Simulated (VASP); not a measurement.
# WC in VASP: further runs

The runs below take WC through single point, with r2SCAN, revPBE+D3(BJ).

All numbers are computed with VASP 6.6.1; they aren't measurements. Logs are shortened: lines on timing, memory, paths and dates and some standing lists are left out, and cuts for length are marked.

**1. The cell of the first run**

Symmetry: P-6m2, No. 187, hexagonal system. The conventional cell has a = 2.964 Å, b = 2.964 Å, c = 2.892 Å, α = 90.00°, β = 90.00°, γ = 120.00°. Within 3.0 Å of W (site symmetry -6m2) lie 6 C at 2.24 Å and 8 W at 2.89 to 2.96 Å. C (site symmetry -6m2) has 6 W at 2.24 Å and 8 C at 2.89 to 2.96 Å within 3.0 Å.

**2. Single point, r2SCAN**

File POSCAR:

```
WC
1.0
    2.9635046684      0.0000000000      0.0000000000
   -1.4817523342      2.5664703270      0.0000000000
    0.0000000000      0.0000000000      2.8922337321
W C
1 1
Direct
    0.0000000000      0.0000000000      0.0000000000
    0.6666666667      0.3333333333      0.5000000000
```

File INCAR.step1:

```
  PREC = Accurate
  ENCUT = 910
  ISMEAR = -1
  SIGMA = 0.05
  LREAL = F
  LASPH = T
  NELM = 120
  NBANDS = 16
  GGA = PE
  ALGO = Normal
  EDIFF = 1E-5
  LWAVE = T
  LCHARG = F
  GGA_COMPAT = F
```

File INCAR.step2:

```
  PREC = Accurate
  ENCUT = 910
  EDIFF = 1E-6
  ISMEAR = -1
  SIGMA = 0.05
  LREAL = F
  LASPH = T
  NELM = 120
  ALGO = Normal
  ISIF = 2
  LWAVE = F
  LCHARG = F
  METAGGA = R2SCAN
  LMIXTAU = T
  NBANDS = 16
  ISTART = 1
  GGA_COMPAT = F
```

File KPOINTS:

```
regular mesh
0
Gamma
  10 10 9
```

Potentials or basis: VASP PAW PBE potentials, release 64 (W_sv, C_h).

Started as:

```
$ cat potpaw_PBE.64/W_sv/POTCAR potpaw_PBE.64/C_h/POTCAR > POTCAR
$ cp INCAR.step1 INCAR
$ mpirun -np 1 vasp_std > vasp.out
$ cp INCAR.step2 INCAR
$ mpirun -np 1 vasp_std > vasp.out
```

OUTCAR:

```text
PREC = Accurate
   ENCUT = 910
   EDIFF = 1E-6
   ISMEAR = -1
   LREAL = F
   LASPH = T
   NELM = 120
   ISIF = 2
   METAGGA = R2SCAN
   ISTART = 1

 ion  position               nearest neighbor table
   1  0.000  0.000  0.000-   2 2.24   2 2.24   2 2.24   2 2.24   2 2.24   2 2.24
   2  0.667  0.333  0.500-   1 2.24   1 2.24   1 2.24   1 2.24   1 2.24   1 2.24

  LATTYP: Found a hexagonal cell.
 ALAT       =     2.9635046684
 C/A-ratio  =     0.9759504559

  Lattice vectors:

 A1 = (   2.9635046684,   0.0000000000,   0.0000000000)
 A2 = (  -1.4817523342,   2.5664703270,   0.0000000000)
 A3 = (   0.0000000000,   0.0000000000,   2.8922337321)

Analysis of symmetry for initial positions (statically):
=====================================================================
 Subroutine PRICEL returns:
 Original cell was already a primitive cell.

 Routine SETGRP: Setting up the symmetry group for a
 hexagonal supercell.

 Subroutine GETGRP returns: Found 12 space group operations
 (whereof 12 operations were pure point group operations)
 out of a pool of 24 trial point group operations.

The static configuration has the point symmetry D_3h.

Analysis of symmetry for dynamics (positions and initial velocities):
=====================================================================
 Subroutine PRICEL returns:
 Original cell was already a primitive cell.

 Routine SETGRP: Setting up the symmetry group for a
 hexagonal supercell.

 Subroutine GETGRP returns: Found 12 space group operations
 (whereof 12 operations were pure point group operations)
 out of a pool of 24 trial point group operations.

The dynamic configuration has the point symmetry D_3h.

 Subroutine INISYM returns: Found 12 space group operations
 (whereof 12 operations are pure point group operations),
 and found     1 'primitive' translations

----------------------------------------------------------------------------------------

                                     Primitive cell

  volume of cell :      21.9976

  direct lattice vectors                    reciprocal lattice vectors
     2.963504668  0.000000000  0.000000000     0.337438308  0.194820098  0.000000000
    -1.481752334  2.566470327  0.000000000     0.000000000  0.389640196  0.000000000
     0.000000000  0.000000000  2.892233732     0.000000000  0.000000000  0.345753522

[... 74 lines left out ...]
   PREC   = accura    normal or accurate (medium, high low for compatibility)
   ISTART =      1    job   : 0-new  1-cont  2-samecut
   ICHARG =      0    charge: 1-file 2-atom 10-const
   ISPIN  =      1    spin polarized calculation?
   LNONCOLLINEAR =      F non collinear calculations
   LSORBIT =      F    spin-orbit coupling
   LASPH  =      T    aspherical Exc in radial PAW
   ENCUT  =  910.0 eV  66.88 Ry    8.18 a.u.   7.29  7.29  7.11*2*pi/ulx,y,z
   NELM   =    120;   NELMIN=  2; NELMDL=  0     # of ELM steps
   EDIFF  = 0.1E-05   stopping-criterion for ELM
   LREAL  =      F    real-space projection
   EDIFFG = 0.1E-04   stopping-criterion for IOM
   NSW    =      0    number of steps for IOM
   IBRION =     -1    ionic relax: 0-MD 1-quasi-New 2-CG
   NFREE  =      0    steps in history (QN), initial steepest desc. (CG)
   ISIF   =      2    stress and relaxation
   ISYM   =      2    0-nonsym 1-usesym 2-fastsym
   POTIM  = 0.5000    time-step for ionic-motion
   TEBEG  =    0.0;   TEEND  =   0.0 temperature during run
   PSTRESS=    0.0 pullay stress
   NELECT =      18.0000    total number of electrons
   NUPDOWN=      -1.0000    fix difference up-down
   EMIN   =  10.00;   EMAX   =-10.00  energy-range for DOS
   EFERMI =   0.00;   METHOD = LEGACY
   ISMEAR =    -1;   SIGMA  =   0.05  broadening in eV -4-tet -1-fermi 0-gaus
   EFERMI_NEDOS =   21; number of points for ismear=-14 and -15
   IALGO  =     38    algorithm
   IMIX   =      4    mixing-type and parameters
     AMIX     =   0.40;   BMIX     =  1.00
     AMIX_MAG =   1.60;   BMIX_MAG =  1.00
  volume/ion in A,a.u.               =      11.00        74.22
  Fermi-wavevector in a.u.,A,eV,Ry     =   1.531231  2.893606 31.901131  2.344667
  Thomas-Fermi vector in A             =   2.638604
   LORBIT       =      0    0 simple, 1 ext, 2 COOP (PROOUT), +10 PAW based schemes
   METAGGA = R2SCAN    functional components
   LHFCALC =     F    Hartree Fock is set to
   AEXX    =    0.0000 exact exchange contribution
   IVDW    =     0    specifies the selected vdW correction
   LEPSILON=     F    determine dielectric tensor
   LRPA    =     F    only Hartree local field effects (RPA)
 non-spin polarized calculation
  energy-cutoff  :      910.00
  volume of cell :       22.00
 maximum number of plane-waves:      1394
 NGX is ok and might be reduce to    30
   NGX = 15   NGY = 15   NGZ = 15

 number of electron      17.9999999 magnetization

 Free energy of the ion-electron system (eV)
  ---------------------------------------------------
  ext. energy  EPLUGINS =         0.00000000
  ---------------------------------------------------
  free energy    TOTEN  =       -61.56371321 eV

  energy without entropy =      -61.56149993  energy(sigma->0) =      -61.56260657

 E-fermi :  10.4968     XC(G=0): -14.6045

 val. band max:       10.4521061911   @ k =   0.0000   0.0000   0.3333
 cond. band min:      10.5140801522   @ k =   0.4000   0.2000   0.0000
 fundamental gap:      0.0619739611
 Fermi energy:        10.4967661712

 k-point     1 :       0.0000    0.0000    0.0000
  band No.  band energies     occupation
      1     -65.6116      2.00000
      2     -28.9228      2.00000
      3     -28.8300      2.00000
      4     -28.8300      2.00000
      5      -4.3233      2.00000
      6       6.3040      2.00000
[... 433 lines left out ...]
      3     -29.0250      2.00000
      4     -28.8997      2.00000
      5      -1.0400      2.00000
      6       3.6243      2.00000
[... 8 lines left out ...]
     15      23.9183      0.00000
     16      28.2464      0.00000

 [... further k-points ...]
[... 5 lines left out ...]
  --------------------------------------------------------------------------------------
  -------------------------------------------------------------------------------------
  Total       -2.2980789     -2.2980789     -2.9658038      0.0000000     -0.0000000     -0.0000000
  in kB     -167.3787296   -167.3787296   -216.0119367      0.0000000     -0.0000000     -0.0000000
  external PRESSURE =    -183.5897987 kB  Pullay stress =       0.0000000 kB

 VOLUME and BASIS-vectors are now :
 -----------------------------------------------------------------------------
  energy-cutoff  :      910.00
  volume of cell :       22.00
      direct lattice vectors                 reciprocal lattice vectors
     2.963504668  0.000000000  0.000000000     0.337438308  0.194820098  0.000000000
    -1.481752334  2.566470327  0.000000000     0.000000000  0.389640196  0.000000000
     0.000000000  0.000000000  2.892233732     0.000000000  0.000000000  0.345753522

 POSITION                                       TOTAL-FORCE (eV/Angst)
 -----------------------------------------------------------------------------------
      0.00000      0.00000      0.00000         0.000000     -0.000000      0.000000
      1.48175      0.85549      1.44612        -0.000000      0.000000      0.000000
 -----------------------------------------------------------------------------------
    total drift:                               -0.000000      0.000000      0.000000

  FREE ENERGIE OF THE ION-ELECTRON SYSTEM (eV)
  ---------------------------------------------------
  free  energy   TOTEN  =       -61.5637132136 eV

  energy  without entropy=      -61.5614999299  energy(sigma->0) =      -61.56260657
```

Run time: 3.2 min. Hardware: 1 thread of Intel Xeon Platinum 8259CL at 2.50GHz (Skylake/Cascade Lake), shared host; peak memory 0.21 GiB.

What came out:

| Quantity | Value |
| --- | --- |
| Free energy | -61.5637 eV |
| Pressure | -18.4 GPa |
| Band gap on the k mesh | zero (bands 9 and 10 overlap by 1.13 eV) |

Caveat: the cutoff is under 1.25 times the usual one of these potentials, so pressure, stress and relaxed cells hold a basis-set (Pulay) error; the cell stands under tension; the PAW data sets were made with another functional, which shifts forces and pressure a little; spin-orbit coupling is left out, which moves the levels of the heavy elements.

(Part 1 of 2 ends here.)
